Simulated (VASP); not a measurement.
Input of a VASP 6.6.1 run:

The input INCAR:

```
  ALGO = Normal
  EDIFF = 1E-6
  ENCUT = 520
  GGA = CA
  ISIF = 2
  ISMEAR = 0
  LASPH = True
  LCHARG = False
  LREAL = False
  LWAVE = False
  NBANDS = 14
  NELM = 60
  PREC = Accurate
  SIGMA = 0.05
```

Contents of KPOINTS:

```
k-points
0
Gamma
  18 18 18
```

File POSCAR:

```
Rh
1.0
    0.0000000000      1.8769875715      1.8769875715
    1.8769875715      0.0000000000      1.8769875715
    1.8769875715      1.8769875715      0.0000000000
Rh
1
Direct
    0.0000000000      0.0000000000      0.0000000000
```

Potentials or basis: VASP PAW LDA potentials, release 64 (Rh_pv).

Run with:

```console
$ cat potpaw_LDA.64/Rh_pv/POTCAR > POTCAR
$ mpirun -np 1 vasp_std > vasp.out
```

Task: Predict the pressure.

Result: 0.8 GPa.
